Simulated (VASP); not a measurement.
Set up this calculation in VASP 6.6.1, as the native input.

```yaml
Task: single point
Functional: r2SCAN
Potentials_or_basis: VASP PAW PBE potentials, release 64 (In_d, P)
Cutoff: 520 eV
k_mesh: 8 × 8 × 8
Occupations: fermi-dirac, width 0.02 eV
Spin: no spin polarisation
Dipole_correction: no
Further_INCAR_settings: ALGO = Normal; EDIFF = 1e-06; NBANDS = 16
```

The system is InP.

```
CELL_PARAMETERS angstrom
0.00000 3.10062 2.95381
3.10062 0.00000 2.95381
3.10062 3.10062 0.00000
ATOMIC_POSITIONS crystal
In 0.00000 0.00000 0.00000
P 0.25000 0.25000 0.25000
```

This cell differs from its parent crystal: biaxial xy strain +5.0%.

The input as run:

POSCAR

```
InP
1.0
    0.0000000000      3.1006178667      2.9538133435
    3.1006178667      0.0000000000      2.9538133435
    3.1006178667      3.1006178667      0.0000000000
In P
1 1
Direct
    0.0000000000      0.0000000000      0.0000000000
    0.2500000000      0.2500000000      0.2500000000
```

INCAR.step1

```
SYSTEM = InP
ALGO = Normal
EDIFF = 1E-4
ENCUT = 520
GGA = PE
ISMEAR = -1
LASPH = .TRUE.
LCHARG = .FALSE.
LREAL = .FALSE.
LWAVE = .TRUE.
NBANDS = 16
NELM = 100
PREC = Accurate
SIGMA = 0.02
```

INCAR.step2

```
SYSTEM = InP
ALGO = Normal
EDIFF = 1E-6
ENCUT = 520
ISIF = 2
ISMEAR = -1
ISTART = 1
LASPH = .TRUE.
LCHARG = .TRUE.
LELF = .TRUE.
LMIXTAU = .TRUE.
LREAL = .FALSE.
LVHAR = .TRUE.
LWAVE = .FALSE.
METAGGA = R2SCAN
NBANDS = 16
NELM = 100
PREC = Accurate
SIGMA = 0.02
```

KPOINTS

```
k-points
0
G
  8 8 8
  0 0 0
```

Potentials or basis: VASP PAW PBE potentials, release 64 (In_d, P).

Launch:

```sh
$ cat potpaw_PBE.64/In_d/POTCAR potpaw_PBE.64/P/POTCAR > POTCAR
$ cp INCAR.step1 INCAR
$ mpirun -np 1 vasp_std > vasp.out
$ cp INCAR.step2 INCAR
$ mpirun -np 1 vasp_std > vasp.out
```

It gave:

The pressure is -5.4 GPa. The band gap on the k mesh is 0.31 eV, direct.

Caveat: the cell differs from its parent crystal (biaxial xy strain +5.0%); the PAW data sets were made with another functional, which shifts forces and pressure a little; spin-orbit coupling is left out, which moves the levels of the heavy elements.

It took 5.4 min on 1 thread of AMD EPYC 7R13, on a shared host, peak memory 0.2 GiB.
